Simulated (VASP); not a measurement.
# RbBr (Fm-3m) in VASP: further runs, part 2 of 2

VASP 6.6.1. Earlier steps stand in the parts before.

### 3 Single point, PBE (volume scaled by 0.91)

Contents of INCAR:

```
  PREC = Accurate
  ENCUT = 520
  EDIFF = 1E-6
  ISMEAR = 0
  SIGMA = 0.02
  LREAL = F
  LASPH = T
  NELM = 80
  ALGO = Normal
  ISIF = 2
  LWAVE = F
  LCHARG = F
  GGA = PE
  NBANDS = 15
```

Contents of KPOINTS:

```
Automatic mesh
0
Gamma
  6 6 6
```

Contents of POSCAR:

```
RbBr
1.0
    0.0000000000      3.4000930051      3.4000930051
    3.4000930051      0.0000000000      3.4000930051
    3.4000930051      3.4000930051      0.0000000000
Rb Br
1 1
Direct
    0.0000000000      0.0000000000      0.0000000000
    0.5000000000      0.5000000000      0.5000000000
```

Potentials or basis: VASP PAW PBE potentials, release 64 (Rb_sv, Br).

On the command line:

```bash
$ cat potpaw_PBE.64/Rb_sv/POTCAR potpaw_PBE.64/Br/POTCAR > POTCAR
$ mpirun -np 1 vasp_std > vasp.out
```

OUTCAR:

```text
PREC = Accurate
   ENCUT = 520
   EDIFF = 1E-6
   ISMEAR = 0
   LREAL = F
   LASPH = T
   NELM = 80
   ISIF = 2
   GGA = PE

 ion  position               nearest neighbor table
   1  0.000  0.000  0.000-   2 3.40   2 3.40   2 3.40   2 3.40   2 3.40   2 3.40
   2  0.500  0.500  0.500-   1 3.40   1 3.40   1 3.40   1 3.40   1 3.40   1 3.40

  LATTYP: Found a face centered cubic cell.
 ALAT       =     6.8001860102

  Lattice vectors:

 A1 = (   0.0000000000,   3.4000930051,   3.4000930051)
 A2 = (   3.4000930051,   0.0000000000,   3.4000930051)
 A3 = (   3.4000930051,   3.4000930051,   0.0000000000)

Analysis of symmetry for initial positions (statically):
=====================================================================
 Subroutine PRICEL returns:
 Original cell was already a primitive cell.

 Routine SETGRP: Setting up the symmetry group for a
 face centered cubic supercell.

 Subroutine GETGRP returns: Found 48 space group operations
 (whereof 48 operations were pure point group operations)
 out of a pool of 48 trial point group operations.

The static configuration has the point symmetry O_h .

Analysis of symmetry for dynamics (positions and initial velocities):
=====================================================================
 Subroutine PRICEL returns:
 Original cell was already a primitive cell.

 Routine SETGRP: Setting up the symmetry group for a
 face centered cubic supercell.

 Subroutine GETGRP returns: Found 48 space group operations
 (whereof 48 operations were pure point group operations)
 out of a pool of 48 trial point group operations.

The dynamic configuration has the point symmetry O_h .

 Subroutine INISYM returns: Found 48 space group operations
 (whereof 48 operations are pure point group operations),
 and found     1 'primitive' translations

----------------------------------------------------------------------------------------

                                     Primitive cell

  volume of cell :      78.6145

  direct lattice vectors                    reciprocal lattice vectors
     0.000000000  3.400093005  3.400093005    -0.147054801  0.147054801  0.147054801
     3.400093005  0.000000000  3.400093005     0.147054801 -0.147054801  0.147054801
     3.400093005  3.400093005  0.000000000     0.147054801  0.147054801 -0.147054801

  length of vectors
     4.808457641  4.808457641  4.808457641     0.254706387  0.254706387  0.254706387

  position of ions in fractional coordinates (direct lattice)
     0.000000000  0.000000000  0.000000000
     0.500000000  0.500000000  0.500000000

  ion indices of the primitive-cell ions
   primitive index   ion index
                 1           1
                 2           2

----------------------------------------------------------------------------------------

 KPOINTS: Automatic mesh

Automatic generation of k-mesh.
 Grid dimensions read from file:
 generate k-points for:    6    6    6

 Generating k-lattice:

  Cartesian coordinates                     Fractional coordinates (reciprocal lattice)
[... 21 lines left out ...]
  0.166667  0.166667  0.000000      6.000000
  0.333333  0.166667  0.000000     24.000000
[... 8 lines left out ...]
 -0.333333  0.333333  0.166667     24.000000
 -0.333333  0.500000  0.166667     12.000000
   k-points           NKPTS =     16   k-points in BZ     NKDIM =     16   number of bands    NBANDS=     15
   number of dos      NEDOS =    301   number of ions     NIONS =      2
   total plane-waves  NPLWV =  46656
   dimension x,y,z NGX =    36 NGY =   36 NGZ =   36
   dimension x,y,z NGXF=    72 NGYF=   72 NGZF=   72
   ions per type =               1   1
   NGX,Y,Z   is equivalent  to a cutoff of  12.45, 12.45, 12.45 a.u.
   NGXF,Y,Z  is equivalent  to a cutoff of  24.89, 24.89, 24.89 a.u.
 SYSTEM =  unknown system
   PREC   = accura    normal or accurate (medium, high low for compatibility)
   ISTART =      0    job   : 0-new  1-cont  2-samecut
   ICHARG =      2    charge: 1-file 2-atom 10-const
   ISPIN  =      1    spin polarized calculation?
   LNONCOLLINEAR =      F non collinear calculations
   LSORBIT =      F    spin-orbit coupling
   LASPH  =      T    aspherical Exc in radial PAW
   ENCUT  =  520.0 eV  38.22 Ry    6.18 a.u.   8.94  8.94  8.94*2*pi/ulx,y,z
   NELM   =     80;   NELMIN=  2; NELMDL= -5     # of ELM steps
   EDIFF  = 0.1E-05   stopping-criterion for ELM
   LREAL  =      F    real-space projection
   EDIFFG = 0.1E-04   stopping-criterion for IOM
   NSW    =      0    number of steps for IOM
   IBRION =     -1    ionic relax: 0-MD 1-quasi-New 2-CG
   NFREE  =      0    steps in history (QN), initial steepest desc. (CG)
   ISIF   =      2    stress and relaxation
   ISYM   =      2    0-nonsym 1-usesym 2-fastsym
   POTIM  = 0.5000    time-step for ionic-motion
   TEBEG  =    0.0;   TEEND  =   0.0 temperature during run
   PSTRESS=    0.0 pullay stress
   NELECT =      16.0000    total number of electrons
   NUPDOWN=      -1.0000    fix difference up-down
   EMIN   =  10.00;   EMAX   =-10.00  energy-range for DOS
   EFERMI =   0.00;   METHOD = LEGACY
   ISMEAR =     0;   SIGMA  =   0.02  broadening in eV -4-tet -1-fermi 0-gaus
   EFERMI_NEDOS =   21; number of points for ismear=-14 and -15
   IALGO  =     38    algorithm
   IMIX   =      4    mixing-type and parameters
     AMIX     =   0.40;   BMIX     =  1.00
     AMIX_MAG =   1.60;   BMIX_MAG =  1.00
  volume/ion in A,a.u.               =      39.31       265.26
  Fermi-wavevector in a.u.,A,eV,Ry     =   0.962973  1.819755 12.616909  0.927317
  Thomas-Fermi vector in A             =   2.092478
   LORBIT       =      0    0 simple, 1 ext, 2 COOP (PROOUT), +10 PAW based schemes
   GGA     = PE    functional components
   LHFCALC =     F    Hartree Fock is set to
   AEXX    =    0.0000 exact exchange contribution
   IVDW    =     0    specifies the selected vdW correction
   LEPSILON=     F    determine dielectric tensor
   LRPA    =     F    only Hartree local field effects (RPA)
 non-spin polarized calculation
 Gauss-broadening in eV      SIGMA  =   0.02
  energy-cutoff  :      520.00
  volume of cell :       78.61
 maximum number of plane-waves:      2138
   NGX = 17   NGY = 17   NGZ = 17

 number of electron      16.0000002 magnetization

 Free energy of the ion-electron system (eV)
  ---------------------------------------------------
  ext. energy  EPLUGINS =         0.00000000
  ---------------------------------------------------
  free energy    TOTEN  =        -6.08281242 eV

  energy without entropy =       -6.08281242  energy(sigma->0) =       -6.08281242

 E-fermi :  -1.4797     XC(G=0):  -7.3279

 val. band max:       -1.6605194534   @ k =   0.0000   0.0000   0.0000
 cond. band min:       2.7625241744   @ k =   0.0000   0.0000   0.0000
 fundamental gap:      4.4230436278
 Fermi energy:        -1.4796950642

 k-point     1 :       0.0000    0.0000    0.0000
  band No.  band energies     occupation
      1     -26.0266      2.00000
      2     -13.8658      2.00000
      3     -10.1055      2.00000
      4     -10.1055      2.00000
      5     -10.1055      2.00000
      6      -1.6605      2.00000
      7      -1.6605      2.00000
      8      -1.6605      2.00000
      9       2.7625      0.00000
     10       5.6238      0.00000
     11       5.6238      0.00000
     12       5.6238      0.00000
     13       6.5289      0.00000
     14       6.5289      0.00000
[... 257 lines left out ...]
      2     -13.8323      2.00000
      3     -10.2757      2.00000
      4     -10.2150      2.00000
      5     -10.1092      2.00000
      6      -2.0927      2.00000
      7      -2.0839      2.00000
      8      -1.9282      2.00000
      9       4.6470      0.00000
     10       6.3091      0.00000
     11       6.3826      0.00000
     12       7.3780      0.00000
     13       8.4086      0.00000
     14       9.2975      0.00000
     15       9.8168      0.00000

------------------------ aborting loop because EDIFF is reached ----------------------------------------

  FORCE on cell =-STRESS in cart. coord.  units (eV):
  Direction    XX          YY          ZZ          XY          YZ          ZX
  --------------------------------------------------------------------------------------
  -------------------------------------------------------------------------------------
  Total        0.7087575      0.7087575      0.7087575      0.0000000      0.0000000      0.0000000
  in kB       14.4446117     14.4446117     14.4446117      0.0000000      0.0000000      0.0000000
  external PRESSURE =      14.4446117 kB  Pullay stress =       0.0000000 kB

 VOLUME and BASIS-vectors are now :
 -----------------------------------------------------------------------------
  energy-cutoff  :      520.00
  volume of cell :       78.61
      direct lattice vectors                 reciprocal lattice vectors
     0.000000000  3.400093005  3.400093005    -0.147054801  0.147054801  0.147054801
     3.400093005  0.000000000  3.400093005     0.147054801 -0.147054801  0.147054801
     3.400093005  3.400093005  0.000000000     0.147054801  0.147054801 -0.147054801

 POSITION                                       TOTAL-FORCE (eV/Angst)
 -----------------------------------------------------------------------------------
      0.00000      0.00000      0.00000         0.000000     -0.000000     -0.000000
      3.40009      3.40009      3.40009        -0.000000      0.000000      0.000000
 -----------------------------------------------------------------------------------
    total drift:                                0.000000      0.000000      0.000000

  FREE ENERGIE OF THE ION-ELECTRON SYSTEM (eV)
  ---------------------------------------------------
  free  energy   TOTEN  =        -6.0828124209 eV

  energy  without entropy=       -6.0828124209  energy(sigma->0) =       -6.08281242
```

OSZICAR:

```text
N       E                     dE             d eps       ncg     rms          rms(c)
DAV:   1     0.805055465932E+02    0.80506E+02   -0.68281E+03   480   0.927E+02
DAV:   2    -0.699852612891E+00   -0.81205E+02   -0.74119E+02   666   0.162E+02
DAV:   3    -0.612676368322E+01   -0.54269E+01   -0.53961E+01   622   0.438E+01
DAV:   4    -0.629444939940E+01   -0.16769E+00   -0.16764E+00   712   0.658E+00
DAV:   5    -0.629550249913E+01   -0.10531E-02   -0.10531E-02   649   0.553E-01    0.304E+00
DAV:   6    -0.608615521402E+01    0.20935E+00   -0.25809E-01   578   0.235E+00    0.203E+00
DAV:   7    -0.607061960673E+01    0.15536E-01   -0.12289E-01   620   0.173E+00    0.991E-01
DAV:   8    -0.608194515577E+01   -0.11326E-01   -0.14527E-02   496   0.684E-01    0.978E-02
DAV:   9    -0.608239221090E+01   -0.44706E-03   -0.51772E-04   670   0.119E-01    0.660E-02
DAV:  10    -0.608280438253E+01   -0.41217E-03   -0.52206E-04   494   0.126E-01    0.228E-02
DAV:  11    -0.608280719106E+01   -0.28085E-05   -0.24071E-05   613   0.272E-02    0.837E-03
DAV:  12    -0.608281221558E+01   -0.50245E-05   -0.87385E-06   501   0.177E-02    0.119E-03
DAV:  13    -0.608281242090E+01   -0.20532E-06   -0.20851E-07   534   0.288E-03
   1 F= -.60828124E+01 E0= -.60828124E+01  d E =-.494600E-39
```

Wall time 22 s (1 thread of Intel Xeon Platinum 8259CL at 2.50GHz (Skylake/Cascade Lake), shared host); peak memory 0.2 GiB.

What came out:

- Free energy: -6.0828 eV
- Pressure: 1.4 GPa
- Band gap on the k mesh: 4.42 eV, direct

### 4 Single point, PBE (volume scaled by 0.94)

Contents of INCAR:

```
PREC = Accurate
ENCUT = 520
EDIFF = 1E-6
ISMEAR = 0
SIGMA = 0.02
LREAL = False
LASPH = True
NELM = 60
ALGO = Normal
ISIF = 2
LWAVE = False
LCHARG = True
GGA = PE
LELF = True
LVHAR = True
NBANDS = 15
```

Contents of KPOINTS:

```
regular mesh
0
Gamma
  6 6 6
```

Contents of POSCAR:

```
RbBr
1.0
    0.0000000000      3.4370534334      3.4370534334
    3.4370534334      0.0000000000      3.4370534334
    3.4370534334      3.4370534334      0.0000000000
Rb Br
1 1
Direct
    0.0000000000      0.0000000000      0.0000000000
    0.5000000000      0.5000000000      0.5000000000
```

On the command line:

```bash
$ cat potpaw_PBE.64/Rb_sv/POTCAR potpaw_PBE.64/Br/POTCAR > POTCAR
$ mpirun -np 1 vasp_std > vasp.out
```

Wall time 23 s (1 thread of Intel Xeon Platinum 8259CL at 2.50GHz (Skylake/Cascade Lake), shared host); peak memory 0.2 GiB.

The run converged. Its results:

```yaml
Free_energy: -6.1016 eV
Pressure: 0.9 GPa
Band_gap_on_the_k_mesh: 4.34 eV, direct
```

Levels at points of the mesh, in eV from the valence-band top:
| k point | band 4 | band 5 | band 6 | band 7 | band 8 | band 9 | band 10 | band 11 | band 12 | band 13 |
| --- | --- | --- | --- | --- | --- | --- | --- | --- | --- | --- |
| (0.00, 0.00, 0.00) | -8.51 | -8.51 | 0.00 | 0.00 | 0.00 | 4.34 | 7.28 | 7.28 | 7.28 | 8.16 |
| (0.50, 0.00, 0.00) | -8.52 | -8.46 | -0.97 | -0.35 | -0.35 | 6.79 | 7.69 | 9.46 | 9.46 | 10.14 |
| (0.50, 0.50, 0.00) | -8.58 | -8.58 | -0.47 | -0.16 | -0.16 | 5.62 | 7.10 | 9.16 | 9.19 | 9.40 |

### 5 The runs side by side

```tsv
cell	gap on the mesh (eV)	pressure (GPa)
a = 4.755 Å, angles 60.0°, 2 atoms	4.51	2.1
a = 4.808 Å, angles 60.0°, 2 atoms	4.42	1.4
a = 4.861 Å, angles 60.0°, 2 atoms	4.34	0.9
```

Alike in all rows: task single point; level PBE; potentials or basis VASP PAW PBE potentials, release 64 (Rb_sv, Br); no spin polarisation; k mesh 6 × 6 × 6; cutoff (eV) 520; smearing gaussian 0.02 eV.

Absolute energies hang on the potentials; compare differences alone.
